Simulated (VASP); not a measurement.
Wanted: the native input for a VASP 6.6.1 run.

- Task: single point
- Functional: PBE
- Dispersion: D3(BJ)
- Potentials or basis: VASP PAW PBE potentials, release 64 (Al)
- Cutoff: 520 eV
- k mesh: 3 × 3 × 3
- Occupations: gaussian, width 0.05 eV
- Spin: no spin polarisation
- Dipole correction: no
- Further INCAR settings: LREAL = Auto; ALGO = Normal; EDIFF = 1e-07; NBANDS = 72

The structure of Al (a cell with a defect) lies in POSCAR:

```
Al
1.0
    8.1000000000      0.0000000000      0.0000000000
    0.0000000000      8.1000000000      0.0000000000
    0.0000000000      0.0000000000      8.1000000000
Al
33
Direct
    0.5014600000     -0.0052446914     -0.0006474074
    0.7363312346      0.2503640741      0.0009771605
    0.7520043210      0.0028792593      0.2527761728
   -0.0004888889     -0.0151564198      0.0009598765
    0.2654262963      0.2503686420      0.0009580247
    0.5014497531      0.5045427160     -0.0006411111
    0.7456953086      0.7490444444     -0.0006396296
    0.2497183951      0.0001756790      0.2500860494
    0.4980277778      0.2503677778      0.2348496296
    0.7538822222      0.4959771605      0.2547092593
    0.4980309877     -0.0153251852      0.5002664198
    0.6851983951      0.2482632099      0.4988224691
    0.7532834568      0.0042030864      0.7464690123
   -0.0004846914      0.5140111111      0.0009737037
    0.2554297531      0.7490341975     -0.0006472840
    0.0026027160      0.2482438272      0.1964427160
    0.2478745679      0.4987151852      0.2519066667
    0.5014595062      0.7490344444      0.2448682716
    0.0025981481     -0.0520371605      0.4988104938
    0.2998848148      0.2482545679      0.4988158025
    0.4980034568      0.5141864198      0.5002651852
    0.7362743210      0.7514049383      0.5002640741
    0.2484645679      0.0014200000      0.7491848148
    0.4980083951      0.2503664198      0.7643960494
    0.7551940741      0.4946583951      0.7445409877
   -0.0004883951      0.7513827160      0.2349648148
    0.0025886420      0.5623001235      0.4988166667
    0.2654801235      0.7513776543      0.5002669136
    0.0025951852      0.2482503704      0.8106127160
    0.2465646914      0.4974525926      0.7473456790
    0.5014517284      0.7490408642      0.7546801235
   -0.0004859259      0.7513965432      0.7642779012
   -0.0102213580      0.2570234568      0.5048240741
```

One way to write it, as run:

INCAR

```
SYSTEM = Al
PREC = Accurate
ENCUT = 520
EDIFF = 1E-7
ISMEAR = 0
SIGMA = 0.05
LREAL = Auto
LASPH = .True.
NELM = 80
ALGO = Normal
ISIF = 2
LWAVE = .False.
LCHARG = .False.
GGA = PE
IVDW = 12
NBANDS = 72
```

KPOINTS

```
Automatic mesh
0
Gamma
  3 3 3
  0 0 0
```

Potentials or basis: VASP PAW PBE potentials, release 64 (Al).

Launch:

```console
$ cat potpaw_PBE.64/Al/POTCAR > POTCAR
$ mpirun -np 1 vasp_std > vasp.out
```

It gave:

```yaml
Pressure: 1.2 GPa
Largest_force: 0.013 eV/Å
Dispersion_energy_per_atom: -0.345 eV
```

It took 11 min on 1 thread of Oxide Virtual Turin-like Processor, on a shared host, peak memory 0.6 GiB.
